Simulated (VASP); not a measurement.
Here is a VASP 6.6.1 calculation.

INCAR

```
  PREC = Accurate
  ENCUT = 500
  EDIFF = 1E-6
  ISMEAR = 0
  SIGMA = 0.2
  LREAL = F
  LASPH = T
  NELM = 200
  ALGO = Normal
  ISIF = 2
  LWAVE = F
  LCHARG = F
  GGA = PE
  NBANDS = 35
  GGA_COMPAT = F
  LMAXMIX = 6
```

File KPOINTS:

```
regular mesh
0
Gamma
  3 3 3
```

Contents of POSCAR:

```
NdTl2P3
1.0
    3.0228243371      1.7452284448      4.6155777799
   -3.0228243371      1.7452284448      4.6155777799
    0.0000000000     -3.4904568895      4.6155777799
Nd Tl P
1 2 3
Direct
    0.0000000000      0.0000000000      0.0000000000
    0.6256965540      0.6256965540      0.6256965540
    0.3743034460      0.3743034460      0.3743034460
    0.0000000000      0.5000000000      0.0000000000
    0.5000000000      0.0000000000      0.0000000000
    0.0000000000      0.0000000000      0.5000000000
```

Potentials or basis: VASP PAW PBE potentials, release 64 (Nd_3, Tl_d, P), 4f in core.

Command:

```sh
$ cat potpaw_PBE.64/Nd_3/POTCAR potpaw_PBE.64/Tl_d/POTCAR potpaw_PBE.64/P/POTCAR > POTCAR
$ mpirun -np 1 vasp_std > vasp.out
```

Q: Predict the pressure.

A: -0.5 GPa.

Q: What does it give for the largest force?

A: 0.040 eV/Å.

Q: Estimate the band gap on the k mesh.

A: Zero (bands 26 and 27 overlap by 2.02 eV).

Forces on the atoms (eV/Å):
```
Nd   0.000  0.000  0.000
Tl   0.000  0.000  0.040
Tl   0.000  0.000 -0.040
P    0.000  0.000  0.000
P    0.000  0.000  0.000
P    0.000  0.000  0.000
```

Caveat: the k points lie up to 0.43 Å⁻¹ apart, too coarse for converged energies and pressures of a metal; spin-orbit coupling is left out, which moves the levels of the heavy elements; the 4f electrons are frozen in the core, so they carry no moment and show no levels. Spin polarisation is off, so any magnetic state and its effect on volume and gap are missing.
